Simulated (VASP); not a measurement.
Here is a VASP 6.6.1 calculation.

Contents of INCAR:

```
PREC = Accurate
ENCUT = 520
EDIFF = 1E-7
ISMEAR = -1
SIGMA = 0.1
LREAL = F
LASPH = T
NELM = 80
ALGO = Normal
ISIF = 2
LWAVE = F
LCHARG = F
GGA = PS
NBANDS = 22
```

Contents of KPOINTS:

```
regular mesh
0
Gamma
  7 7 10
```

POSCAR

```
Ca
1.0
    6.2011766005      0.0000000000      0.0000000000
   -3.1005883002      5.3703764694      0.0000000000
    0.0000000000      0.0000000000      3.7014178138
Ca
3
Direct
    1.0000000000      1.0000000000      0.0000000000
    0.3333333333      0.6666666667      0.5000000000
    0.6666666667      0.3333333333      0.5000000000
```

Potentials or basis: VASP PAW PBE potentials, release 64 (Ca_sv).

The run is started by

```console
$ cat potpaw_PBE.64/Ca_sv/POTCAR > POTCAR
$ mpirun -np 1 vasp_std > vasp.out
```

What does it give for the band gap on the k mesh?

Zero (bands 15 and 16 overlap by 0.29 eV).

Estimate the pressure.

0.0 GPa.

Caveat: the PAW data sets were made with another functional, which shifts forces and pressure a little.
